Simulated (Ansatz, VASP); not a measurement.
**Pd in VASP and in Ansatz**

```xyz
1
Lattice="0.0000 1.9226 1.9226 1.9226 0.0000 1.9226 1.9226 1.9226 0.0000" Properties=species:S:1:pos:R:3 pbc="T T T"
Pd    0.0000    0.0000    0.0000
```

Alike in both runs: functional LDA; k mesh 8 × 8 × 8; occupations gaussian, width 0.1 eV; no spin polarisation.

Ansatz relaxed the structure, and its values are those at the end. VASP's run is a single point on that final structure, the one shown.

```csv
,VASP,Ansatz
version,VASP 6.6.1,Ansatz 0.2.0
potentials or method,"VASP PAW LDA potentials, release 64 (Pd), cutoff 520 eV","scalar-relativistic, plane waves, PAW"
valence electrons in the cell,10,18
```

VASP gave:

| Item | Value |
| --- | --- |
| gap on the k mesh at the Fermi level (eV) | none |
| pressure (GPa) | 0.3 |

Q: Which values does Ansatz return?

A: gap on the k mesh at the Fermi level (eV): none; pressure (GPa): -0.1.

Ansatz warns that its potentials were made for another functional, while VASP's fit it. LDA's correlation is that of Perdew and Zunger in VASP and of Perdew and Wang (1992) in Ansatz. A gap of «none» marks a metal or a gap that the smearing closes. VASP's potentials hold 10 valence electrons a cell and Ansatz's 18, so a difference there can come from the potentials and not from the codes.
